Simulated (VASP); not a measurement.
# H2 in VASP: notebook

H2 is run at these levels: r2SCAN; tasks: single point, relaxation of the atoms.

Program: VASP 6.6.1. These are calculated values, not measurements. Logs are shortened: lines on timing, memory, paths and dates and some standing lists are left out, and cuts for length are marked.

**1. The cell of the first run**

The cell holds a molecule in a box, 2 atoms: a = 9.000 Å, b = 9.500 Å, c = 10.000 Å, α = 90.00°, β = 90.00°, γ = 90.00°.

**2. Single point, r2SCAN**

Input file POSCAR:

```
H
1.0
    9.0000000000      0.0000000000      0.0000000000
    0.0000000000      9.5000000000      0.0000000000
    0.0000000000      0.0000000000     10.0000000000
H
2
Direct
    0.5000000000      0.5000000000      0.4629252629
    0.5000000000      0.5000000000      0.5370747371
```

Input file INCAR.step1:

```
ALGO = Normal ; EDIFF = 1E-4
ENCUT = 520 ; GGA = PE
ISMEAR = 1 ; LASPH = True
LCHARG = False ; LREAL = False
LWAVE = True ; NBANDS = 8
NELM = 100 ; PREC = Accurate
SIGMA = 0.05
```

Input file INCAR.step2:

```
ALGO = Normal ; EDIFF = 1E-6
ENCUT = 520 ; ISIF = 2
ISMEAR = 1 ; ISTART = 1
LASPH = True ; LCHARG = True
LELF = True ; LMIXTAU = True
LREAL = False ; LVHAR = True
LWAVE = False ; METAGGA = R2SCAN
NBANDS = 8 ; NELM = 100
PREC = Accurate ; SIGMA = 0.05
```

Input file KPOINTS:

```
k-points
0
Gamma
  1 1 1
```

Potentials or basis: VASP PAW PBE potentials, release 64 (H).

Launch:

```bash
> cat potpaw_PBE.64/H/POTCAR > POTCAR
> cp INCAR.step1 INCAR
> mpirun -np 1 vasp_gam > vasp.out
> cp INCAR.step2 INCAR
> mpirun -np 1 vasp_gam > vasp.out
```

OUTCAR:

```text
EDIFF = 1E-6
   ENCUT = 520
   ISIF = 2
   ISMEAR = 1
   ISTART = 1
   LASPH = True
   LREAL = False
   METAGGA = R2SCAN
   NELM = 100
   PREC = Accurate

 ion  position               nearest neighbor table
   1  0.500  0.500  0.463-   2 0.74
   2  0.500  0.500  0.537-   1 0.74

  LATTYP: Found a simple orthorhombic cell.
 ALAT       =     9.0000000000
 B/A-ratio  =     1.0555555556
 C/A-ratio  =     1.1111111111

  Lattice vectors:

 A1 = (   9.0000000000,   0.0000000000,   0.0000000000)
 A2 = (   0.0000000000,   9.5000000000,   0.0000000000)
 A3 = (   0.0000000000,   0.0000000000,  10.0000000000)

Analysis of symmetry for initial positions (statically):
=====================================================================
 Subroutine PRICEL returns:
 Original cell was already a primitive cell.

 Routine SETGRP: Setting up the symmetry group for a
 simple orthorhombic supercell.

 Subroutine GETGRP returns: Found  8 space group operations
 (whereof  8 operations were pure point group operations)
 out of a pool of  8 trial point group operations.

The static configuration has the point symmetry D_2h.

Analysis of symmetry for dynamics (positions and initial velocities):
=====================================================================
 Subroutine PRICEL returns:
 Original cell was already a primitive cell.

 Routine SETGRP: Setting up the symmetry group for a
 simple orthorhombic supercell.

 Subroutine GETGRP returns: Found  8 space group operations
 (whereof  8 operations were pure point group operations)
 out of a pool of  8 trial point group operations.

The dynamic configuration has the point symmetry D_2h.

 Subroutine INISYM returns: Found  8 space group operations
 (whereof  8 operations are pure point group operations),
 and found     1 'primitive' translations

----------------------------------------------------------------------------------------

                                     Primitive cell

  volume of cell :     855.0000

  direct lattice vectors                    reciprocal lattice vectors
     9.000000000  0.000000000  0.000000000     0.111111111  0.000000000  0.000000000
     0.000000000  9.500000000  0.000000000     0.000000000  0.105263158  0.000000000
     0.000000000  0.000000000 10.000000000     0.000000000  0.000000000  0.100000000

  length of vectors
     9.000000000  9.500000000 10.000000000     0.111111111  0.105263158  0.100000000

  position of ions in fractional coordinates (direct lattice)
     0.500000000  0.500000000  0.462925263
     0.500000000  0.500000000  0.537074737

  ion indices of the primitive-cell ions
   primitive index   ion index
                 1           1
                 2           2

----------------------------------------------------------------------------------------

 KPOINTS: k-points

Automatic generation of k-mesh.
 Grid dimensions read from file:
 generate k-points for:    1    1    1

 Generating k-lattice:

  Cartesian coordinates                     Fractional coordinates (reciprocal lattice)
     0.111111111  0.000000000  0.000000000     1.000000000  0.000000000  0.000000000
     0.000000000  0.105263158  0.000000000     0.000000000  1.000000000  0.000000000
     0.000000000  0.000000000  0.100000000     0.000000000  0.000000000  1.000000000

  Length of vectors
     0.111111111  0.105263158  0.100000000

  Shift w.r.t. Gamma in fractional coordinates (k-lattice)
     0.000000000  0.000000000  0.000000000

 Subroutine IBZKPT returns following result:
 ===========================================

 Found      1 irreducible k-points:

 Following reciprocal coordinates:
            Coordinates               Weight
  0.000000  0.000000  0.000000      1.000000
   k-points           NKPTS =      1   k-points in BZ     NKDIM =      1   number of bands    NBANDS=      8
   number of dos      NEDOS =    301   number of ions     NIONS =      2
   total plane-waves  NPLWV = 403200
   dimension x,y,z NGX =    70 NGY =   72 NGZ =   80
   dimension x,y,z NGXF=   140 NGYF=  144 NGZF=  160
   ions per type =               2
   NGX,Y,Z   is equivalent  to a cutoff of  12.93, 12.60, 13.30 a.u.
   NGXF,Y,Z  is equivalent  to a cutoff of  25.86, 25.20, 26.60 a.u.
 SYSTEM =  unknown system
   PREC   = accura    normal or accurate (medium, high low for compatibility)
   ISTART =      1    job   : 0-new  1-cont  2-samecut
   ICHARG =      0    charge: 1-file 2-atom 10-const
   ISPIN  =      1    spin polarized calculation?
   LNONCOLLINEAR =      F non collinear calculations
   LSORBIT =      F    spin-orbit coupling
   LASPH  =      T    aspherical Exc in radial PAW
   ENCUT  =  520.0 eV  38.22 Ry    6.18 a.u.  16.73 17.66 18.59*2*pi/ulx,y,z
   NELM   =    100;   NELMIN=  2; NELMDL=  0     # of ELM steps
   EDIFF  = 0.1E-05   stopping-criterion for ELM
   LREAL  =      F    real-space projection
   EDIFFG = 0.1E-04   stopping-criterion for IOM
   NSW    =      0    number of steps for IOM
   IBRION =     -1    ionic relax: 0-MD 1-quasi-New 2-CG
   NFREE  =      0    steps in history (QN), initial steepest desc. (CG)
   ISIF   =      2    stress and relaxation
   ISYM   =      2    0-nonsym 1-usesym 2-fastsym
   POTIM  = 0.5000    time-step for ionic-motion
   TEBEG  =    0.0;   TEEND  =   0.0 temperature during run
   PSTRESS=    0.0 pullay stress
   NELECT =       2.0000    total number of electrons
   NUPDOWN=      -1.0000    fix difference up-down
   EMIN   =  10.00;   EMAX   =-10.00  energy-range for DOS
   EFERMI =   0.00;   METHOD = LEGACY
   ISMEAR =     1;   SIGMA  =   0.05  broadening in eV -4-tet -1-fermi 0-gaus
   EFERMI_NEDOS =   21; number of points for ismear=-14 and -15
   IALGO  =     38    algorithm
   IMIX   =      4    mixing-type and parameters
     AMIX     =   0.40;   BMIX     =  1.00
     AMIX_MAG =   1.60;   BMIX_MAG =  1.00
  volume/ion in A,a.u.               =     427.50      2884.91
  Fermi-wavevector in a.u.,A,eV,Ry     =   0.217318  0.410672  0.642565  0.047227
  Thomas-Fermi vector in A             =   0.994036
   LORBIT       =      0    0 simple, 1 ext, 2 COOP (PROOUT), +10 PAW based schemes
   METAGGA = R2SCAN    functional components
   LHFCALC =     F    Hartree Fock is set to
   AEXX    =    0.0000 exact exchange contribution
   IVDW    =     0    specifies the selected vdW correction
   LEPSILON=     F    determine dielectric tensor
   LRPA    =     F    only Hartree local field effects (RPA)
 non-spin polarized calculation
 Methfessel and Paxton  Order N= 1 SIGMA  =   0.05
  energy-cutoff  :      520.00
  volume of cell :      855.00
 maximum number of plane-waves:     11510
 NGX is ok and might be reduce to    70
   NGX = 33   NGY = 35   NGZ = 37

 number of electron       2.0000001 magnetization

 Free energy of the ion-electron system (eV)
  ---------------------------------------------------
  ext. energy  EPLUGINS =         0.00000000
  ---------------------------------------------------
  free energy    TOTEN  =        -6.90612466 eV

  energy without entropy =       -6.90902362  energy(sigma->0) =       -6.90709098

 E-fermi : -10.7664     XC(G=0):  -0.2699

 val. band max:      -10.8085255601   @ k =   0.0000   0.0000   0.0000
 cond. band min:      -0.0346092777   @ k =   0.0000   0.0000   0.0000
 fundamental gap:     10.7739162824
 Fermi energy:       -10.7664314493

 k-point     1 :       0.0000    0.0000    0.0000
  band No.  band energies     occupation
      1     -10.8085      2.00000
      2      -0.0346      0.00000
      3       1.0292      0.00000
      4       1.4936      0.00000
      5       1.5079      0.00000
      6       1.6922      0.00000
      7       1.7120      0.00000
      8       1.9217      0.00000

------------------------ aborting loop because EDIFF is reached ----------------------------------------

  FORCE on cell =-STRESS in cart. coord.  units (eV):
  Direction    XX          YY          ZZ          XY          YZ          ZX
  --------------------------------------------------------------------------------------
  -------------------------------------------------------------------------------------
  Total        0.0025187      0.0032208     -0.0222903      0.0000000      0.0000000      0.0000000
  in kB        0.0047198      0.0060354     -0.0417696      0.0000000      0.0000000      0.0000000
  external PRESSURE =      -0.0103381 kB  Pullay stress =       0.0000000 kB

 VOLUME and BASIS-vectors are now :
 -----------------------------------------------------------------------------
  energy-cutoff  :      520.00
  volume of cell :      855.00
      direct lattice vectors                 reciprocal lattice vectors
     9.000000000  0.000000000  0.000000000     0.111111111  0.000000000  0.000000000
     0.000000000  9.500000000  0.000000000     0.000000000  0.105263158  0.000000000
     0.000000000  0.000000000 10.000000000     0.000000000  0.000000000  0.100000000

 POSITION                                       TOTAL-FORCE (eV/Angst)
 -----------------------------------------------------------------------------------
      4.50000      4.75000      4.62925         0.000000      0.000000      0.014682
      4.50000      4.75000      5.37075         0.000000      0.000000     -0.014682
 -----------------------------------------------------------------------------------
    total drift:                                0.000000      0.000000      0.000000

  FREE ENERGIE OF THE ION-ELECTRON SYSTEM (eV)
  ---------------------------------------------------
  free  energy   TOTEN  =        -6.9061246649 eV

  energy  without entropy=       -6.9090236175  energy(sigma->0) =       -6.90709098
```

Run time: 5.3 min. Hardware: 1 thread of Intel Xeon Platinum 8488C (Sapphire Rapids), shared host; peak memory 0.87 GiB.

Results:

```
Free energy                     : -6.9061 eV
Largest force                   : 0.015 eV/Å
Gap between the frontier levels : 10.77 eV
```

Forces in eV/Å, atoms in the order of the input:
```
H    0.000  0.000  0.015
H    0.000  0.000 -0.015
```

Levels at points of the mesh, in eV from the valence-band top:
| k point | band 1 | band 2 | band 3 | band 4 |
| --- | --- | --- | --- | --- |
| (0.00, 0.00, 0.00) | 0.00 | 10.77 | 11.84 | 12.30 |

Caveat: the PAW data sets were made with another functional, which shifts forces and pressure a little.

(Continued in part 2 of 2.)
